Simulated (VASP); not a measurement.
A run of VASP 6.6.1:

File INCAR:

```
SYSTEM = N
PREC = Accurate ; ENCUT = 520
EDIFF = 1E-6 ; ISMEAR = 0
SIGMA = 0.05 ; LREAL = .FALSE.
LASPH = .TRUE. ; NELM = 60
ALGO = Normal ; ISIF = 2
LWAVE = .FALSE. ; LCHARG = .TRUE.
GGA = PS ; LELF = .TRUE.
LVHAR = .TRUE. ; NBANDS = 30
```

The input KPOINTS:

```
Automatic mesh
0
G
  6 6 2
  0 0 0
```

File POSCAR:

```
N
1.0
   -4.6258169325      0.0000000000      0.0000000000
   -2.3129084662     -4.0060749768      0.0000000000
   -0.3854847444      0.6676791628     17.2224973438
N
8
Direct
    0.2092743550      0.4573923117      0.7443538701
    0.2771240647      0.3895426020      0.3372556119
    0.2199183277      0.4467483390      0.6804900338
    0.2877680374      0.3788986293      0.2733917756
    0.6443822529      0.6889510805      0.1337064827
    0.5765325432      0.7568007902      0.5408047410
    0.6550262256      0.6783071077      0.0698426464
    0.5871765159      0.7461568175      0.4769409047
```

Potentials or basis: VASP PAW PBE potentials, release 64 (N).

Command:

```sh
$ cat potpaw_PBE.64/N/POTCAR > POTCAR
$ mpirun -np 1 vasp_std > vasp.out
```

Hardware: 1 thread of Intel(R) Xeon(R) Platinum 8488C (Sapphire Rapids), with other jobs on the host.

Question: How long does it take, and how much memory?

Answer: It took 5.3 min on 1 thread of Intel(R) Xeon(R) Platinum 8488C (Sapphire Rapids) (shared host), peak memory 0.55 GiB. Counts: scf iterations 17, k points 40.
